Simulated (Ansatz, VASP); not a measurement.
# Ta4Ga in VASP and in Ansatz

INCAR

```
SYSTEM = Ta4Ga
PREC = Accurate
ENCUT = 600
EDIFF = 1E-6
ISMEAR = 0
SIGMA = 0.1
LREAL = .False.
LASPH = .True.
NELM = 100
ALGO = Normal
ISIF = 3
LWAVE = .False.
LCHARG = .False.
GGA = PE
IBRION = 2
NSW = 90
EDIFFG = -0.04
```

The input KPOINTS:

```
Automatic mesh
0
Gamma
  4 4 4
  0 0 0
```

The input POSCAR:

```
Ta4Ga
1.0
   -2.7555420500      2.7555420500      2.7555420500
    2.7555420500     -2.7555420500      2.7555420500
    2.7555420500      2.7555420500     -2.7555420500
Ta Ga
4 1
Direct
    0.0000000000      0.0000000000      0.5000000000
    0.0000000000      0.5000000000      0.0000000000
    0.5000000000      0.0000000000      0.0000000000
    0.5000000000      0.5000000000      0.5000000000
    0.0000000000      0.0000000000      0.0000000000
```

Input for Ansatz:

```yaml
crystal:
  lattice:
    - [-2.75554205, 2.75554205, 2.75554205]
    - [2.75554205, -2.75554205, 2.75554205]
    - [2.75554205, 2.75554205, -2.75554205]
  atoms:
    - { symbol: Ta, position: [0.0, 0.0, 0.5] }
    - { symbol: Ta, position: [0.0, 0.5, 0.0] }
    - { symbol: Ta, position: [0.5, 0.0, 0.0] }
    - { symbol: Ta, position: [0.5, 0.5, 0.5] }
    - { symbol: Ga, position: [0.0, 0.0, 0.0] }
basis:
  ecutwfc: 420
kpoints:
  mp_grid: { grid: [4, 4, 4] }
hamiltonian:
  xc: pbe
scf:
  occupations: { method: gaussian, width: 0.1 }
  lower_state_search: "off"
output:
  forces: true
  stress: true
  eigenvalues: true
relax:
  adjacent_minimum: "off"
  f_tol: 0.04
  max_steps: 70
  cell: { stress_tol: 0.4 }
```

Change from the starting cell: species swapped into the MnGa4 type (Im-3m, No. 229).

Alike in both runs: task relaxation of cell and atoms; functional PBE; k mesh 4 × 4 × 4; occupations gaussian, width 0.1 eV; no spin polarisation.

|  | VASP | Ansatz |
| --- | --- | --- |
| version | VASP 6.6.1 | Ansatz 0.2.0 |
| potentials or method | VASP PAW PBE potentials, release 64 (Ta_pv, Ga_d), cutoff 600 eV | scalar-relativistic, plane waves, PAW |
| valence electrons in the cell | 57 | 65 |

Ansatz gave:

```
gap on the k mesh at the Fermi level, each at its own relaxed structure (eV) : none
relaxed volume (Å³/atom)                                                     : 20.77
relaxed cell length with the largest relative difference (Å)                 : 5.128
```

Problem. Which values does VASP return?

Solution. gap on the k mesh at the Fermi level, each at its own relaxed structure (eV): none; relaxed volume (Å³/atom): 20.77; relaxed cell length with the largest relative difference (Å): 5.129.

A gap of «none» marks a metal or a gap that the smearing closes. VASP's potentials hold 57 valence electrons a cell and Ansatz's 65, so a difference there can come from the potentials and not from the codes.

The k mesh is coarse, so the values compare programs but aren't converged. Spin-orbit coupling is off throughout. Noted on VASP's run: the volume moved by over 15 % at a fixed basis, so the end points are rough.
